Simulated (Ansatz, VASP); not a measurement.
## Two plane-wave programs on Ir2Rh

```xyz
6
Lattice="2.7392 0.0000 0.0000 -1.3696 2.3722 0.0000 0.0000 0.0000 13.2933" Properties=species:S:1:pos:R:3 pbc="T T T"
Ir    0.0000    1.5815   11.0729
Ir    0.0000    1.5815    2.2204
Ir    0.0000    1.5815    6.6467
Ir    1.3696    0.7907    0.0000
Rh    1.3696    0.7907    4.4426
Rh    1.3696    0.7907    8.8507
```

Alike in both runs: functional PBE; k mesh 18 × 18 × 4; occupations gaussian, width 0.1 eV; no spin polarisation.

Ansatz relaxed the structure, and its values are those at the end. VASP's run is a single point on that final structure, the one shown.

|  | VASP | Ansatz |
| --- | --- | --- |
| version | VASP 6.6.1 | Ansatz 0.2.0 |
| potentials or method | VASP PAW PBE potentials, release 64 (Ir, Rh_pv), cutoff 520 eV | scalar-relativistic, plane waves, PAW |
| valence electrons in the cell | 66 | 102 |

Ansatz gave:

- gap on the k mesh at the Fermi level (eV): none
- pressure (GPa): 0.0
- rms of the force components (eV/Å): 0.000

Q: Which values does VASP return?

A: gap on the k mesh at the Fermi level (eV): none; pressure (GPa): 0.3; rms of the force components (eV/Å): 0.008.

A gap of «none» marks a metal or a gap that the smearing closes. VASP's potentials hold 66 valence electrons a cell and Ansatz's 102, so a difference there can come from the potentials and not from the codes.

Neither program's run includes spin-orbit coupling.
